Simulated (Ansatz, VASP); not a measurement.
# Two plane-wave programs on SiGe5

```
Si Ge
1.0
     0.00065   -0.00007   -5.70330
     2.01797   -6.05166    2.85139
    -8.06634    0.00231    0.00088
Si Ge
2 10
Direct
  0.99997 0.00000 0.50000
  0.99992 0.99999 0.99998
  0.33380 0.66770 0.66688
  0.33389 0.66773 0.16691
  0.91795 0.32741 0.58187
  0.91801 0.32746 0.08191
  0.66616 0.33229 0.83309
  0.66610 0.33227 0.33308
  0.59052 0.67255 0.91811
  0.59057 0.67258 0.41816
  0.24157 0.00002 0.75003
  0.24153 0.99998 0.25000
```

Change from the starting cell: cell x2, atoms moved at random (sigma 0.05 Å) and cell strained at random (1.5 %), then relaxed without symmetry.

Alike in both runs: functional PBE; k mesh 4 × 4 × 4; occupations gaussian, width 0.2 eV; no spin polarisation.

Ansatz relaxed the structure, and its values are those at the end. VASP's run is a single point on that final structure, the one shown.

|  | VASP | Ansatz |
| --- | --- | --- |
| version | VASP 6.6.1 | Ansatz 0.2.0 |
| potentials or method | VASP PAW PBE potentials, release 64 (Si, Ge_d), cutoff 520 eV | scalar-relativistic, plane waves, PAW |
| valence electrons in the cell | 148 | 148 |

|  | VASP | Ansatz | Ansatz less VASP |
| --- | --- | --- | --- |
| gap on the k mesh at the Fermi level (eV) | 0.14 | 0.13 | -0.004 |
| least direct gap on the mesh (eV) | 0.14 | 0.13 | -0.004 |
| pressure (GPa) | -0.1 | 0.0 | +0.08 |
